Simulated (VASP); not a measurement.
Wanted: the native input for a VASP 6.6.1 run.

```
Task                   : single point
Functional             : LDA
Potentials or basis    : VASP PAW LDA potentials, release 64 (Al, N)
Cutoff                 : 600 eV
k mesh                 : 15 × 15 × 15
Occupations            : fermi-dirac, width 0.1 eV
Spin                   : no spin polarisation
Dipole correction      : no
Further INCAR settings : ALGO = Normal; EDIFF = 1e-06; NBANDS = 11
```

The structure of AlN (rocksalt type) lies in POSCAR:

```
AlN
1.0
    0.0000000000      2.0054689508      2.0054689508
    2.0054689508      0.0000000000      2.0054689508
    2.0054689508      2.0054689508      0.0000000000
Al N
1 1
Direct
    0.0000000000      0.0000000000      0.0000000000
    0.5000000000      0.5000000000      0.5000000000
```

These files were run (other wordings do the same):

INCAR

```
SYSTEM = AlN
PREC = Accurate ; ENCUT = 600
EDIFF = 1E-6 ; ISMEAR = -1
SIGMA = 0.1 ; LREAL = .FALSE.
LASPH = .TRUE. ; NELM = 120
ALGO = Normal ; ISIF = 2
LWAVE = .FALSE. ; LCHARG = .FALSE.
GGA = CA ; NBANDS = 11
GGA_COMPAT = .FALSE.
```

KPOINTS

```
Automatic mesh
0
G
  15 15 15
  0 0 0
```

Potentials or basis: VASP PAW LDA potentials, release 64 (Al, N).

Launch:

```console
$ cat potpaw_LDA.64/Al/POTCAR potpaw_LDA.64/N/POTCAR > POTCAR
$ mpirun -np 1 vasp_std > vasp.out
```

Results of the run:

* Pressure: 0.5 GPa
* Band gap on the k mesh: 4.76 eV, indirect (least direct gap 6.12 eV)

Run time: 5.5 s on 1 thread of Intel(R) Xeon(R) 6975P-C (Granite Rapids) (shared host), peak memory 0.14 GiB.
